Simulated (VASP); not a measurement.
Wanted: the native input for a VASP 6.6.1 run.

```
Task                   : single point
Functional             : PBEsol
Potentials or basis    : VASP PAW PBE potentials, release 64 (Si)
Cutoff                 : 520 eV
k mesh                 : 8 × 8 × 8
Occupations            : gaussian, width 0.01 eV
Spin                   : no spin polarisation
Dipole correction      : no
Further INCAR settings : ALGO = Normal; EDIFF = 1e-06; NBANDS = 11
```

The structure of Si lies in POSCAR:

```
Si
1.0
    0.0000000000      2.7167280764      2.7303117168
    2.7167280764      0.0000000000      2.7303117168
    2.7167280764      2.7167280764      0.0000000000
Si
2
Direct
    0.2500000000      0.2500000000      0.2500000000
    0.0000000000      0.0000000000      0.0000000000
```

This cell differs from its parent crystal: z stretched by +0.5 %, x and y held.

These files were run (other wordings do the same):

INCAR

```
PREC     = Accurate       # precision mode
ENCUT    = 520            # plane-wave cutoff, eV
EDIFF    = 1E-6           # SCF threshold, eV
ISMEAR   = 0              # smearing method
SIGMA    = 0.01           # smearing width, eV
LREAL    = F              # projectors in reciprocal space
LASPH    = T              # aspherical terms in the spheres
NELM     = 60             # most SCF steps
ALGO     = Normal         # electronic algorithm
ISIF     = 2              # what is computed and relaxed
LWAVE    = F              # write WAVECAR
LCHARG   = F              # write CHGCAR
GGA      = PS             # functional
NBANDS   = 11             # bands
```

KPOINTS

```
Automatic mesh
0
Gamma
  8 8 8
```

Potentials or basis: VASP PAW PBE potentials, release 64 (Si).

The run is started by

```sh
$ cat potpaw_PBE.64/Si/POTCAR > POTCAR
$ mpirun -np 1 vasp_std > vasp.out
```

It gave:

```
Pressure               : -0.3 GPa
Band gap on the k mesh : 0.49 eV, indirect (least direct gap 2.50 eV)
```

Caveat: the cell differs from its parent crystal (z stretched by +0.5 %, x and y held); the PAW data sets were made with another functional, which shifts forces and pressure a little.

It took 11 s on 1 thread of Intel(R) Xeon(R) 6975P-C (Granite Rapids), on a shared host, peak memory 0.16 GiB.
